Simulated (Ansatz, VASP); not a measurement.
S in VASP and in Ansatz

Contents of INCAR:

```
  PREC = Accurate
  ENCUT = 520
  EDIFF = 1E-7
  ISMEAR = 0
  SIGMA = 0.15
  LREAL = False
  LASPH = True
  NELM = 60
  ALGO = Normal
  ISIF = 2
  LWAVE = False
  LCHARG = False
  NBANDS = 9
```

Contents of KPOINTS:

```
Automatic mesh
0
Gamma
  20 20 20
```

POSCAR

```
S
1.0
    0.0000000000      2.0242655992      1.9943503440
    2.0242655992      0.0000000000      1.9943503440
    2.0242655992      2.0242655992      0.0000000000
S
1
Direct
    0.0000000000      0.0000000000      0.0000000000
```

Input for Ansatz:

```yaml
crystal:
  lattice:
    - [0.0, 2.0242655992, 1.994350344]
    - [2.0242655992, 0.0, 1.994350344]
    - [2.0242655992, 2.0242655992, 0.0]
  atoms:
    - { symbol: S, position: [0.0, 0.0, 0.0] }
basis:
  ecutwfc: 420
kpoints:
  mp_grid: { grid: [20, 20, 20] }
hamiltonian:
  xc: lda
scf:
  occupations: { method: gaussian, width: 0.15 }
output:
  forces: true
  stress: true
  eigenvalues: true
```

Change from the starting cell: strain +0.015 along x and y, +0.000 along z, atoms carried along.

Alike in both runs: task single point; functional LDA; k mesh 20 × 20 × 20; occupations gaussian, width 0.15 eV; no spin polarisation.

```csv
,VASP,Ansatz
version,VASP 6.6.1,Ansatz 0.2.0
potentials or method,"VASP PAW LDA potentials, release 64 (S), cutoff 520 eV","scalar-relativistic, plane waves, PAW"
valence electrons in the cell,6,6
```

```tsv
	VASP	Ansatz	Ansatz less VASP
gap on the k mesh at the Fermi level (eV)	none	none	-
pressure (GPa)	-8.6	-8.6	+0.01
traceless stress, the component that is largest in VASP (GPa)	-0.80	-0.81	-0.004
```

LDA's correlation is that of Perdew and Zunger in VASP and of Perdew and Wang (1992) in Ansatz. A gap of «none» marks a metal or a gap that the smearing closes.
